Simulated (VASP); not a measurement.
A run of VASP 6.6.1 is set up as follows.

INCAR

```
SYSTEM = CaO
  PREC = Accurate
  ENCUT = 600
  EDIFF = 1E-8
  ISMEAR = 0
  SIGMA = 0.01
  LREAL = .FALSE.
  LASPH = .TRUE.
  NELM = 60
  ALGO = Normal
  ISIF = 3
  LWAVE = .FALSE.
  LCHARG = .TRUE.
  GGA = PS
  NBANDS = 15
  IBRION = 6
  NFREE = 2
  POTIM = 0.015
  NSW = 1
```

KPOINTS

```
regular mesh
0
G
  10 10 10
  0 0 0
```

POSCAR

```
CaO
1.0
    0.0000000000      2.3411606782      2.3411606782
    2.3411606782      0.0000000000      2.3411606782
    2.3411606782      2.3411606782      0.0000000000
Ca O
1 1
Direct
    0.0000000000      0.0000000000      0.0000000000
    0.5000000000      0.5000000000      0.5000000000
```

Potentials or basis: VASP PAW PBE potentials, release 64 (Ca_sv, O).

Command:

```console
$ cat potpaw_PBE.64/Ca_sv/POTCAR potpaw_PBE.64/O/POTCAR > POTCAR
$ mpirun -np 1 vasp_std > vasp.out
```

**Question.** Estimate the elastic constants C11, C12, C44.

**Answer.** 297, 62, 77 GPa.

**Question.** What does it give for the Voigt bulk modulus?

**Answer.** 141 GPa.

**Question.** What does it give for the highest phonon frequency at Γ, LO-TO splitting left out?

**Answer.** 319 cm⁻¹.

Phonon frequencies in cm⁻¹ (negative: imaginary):
```tsv
q point	frequencies
(0.000, 0.000, 0.000)	0 0 0 319 319 319
```

Caveat: the cell is under stress, which shifts elastic constants; the PAW data sets were made with another functional, which shifts forces and pressure a little.
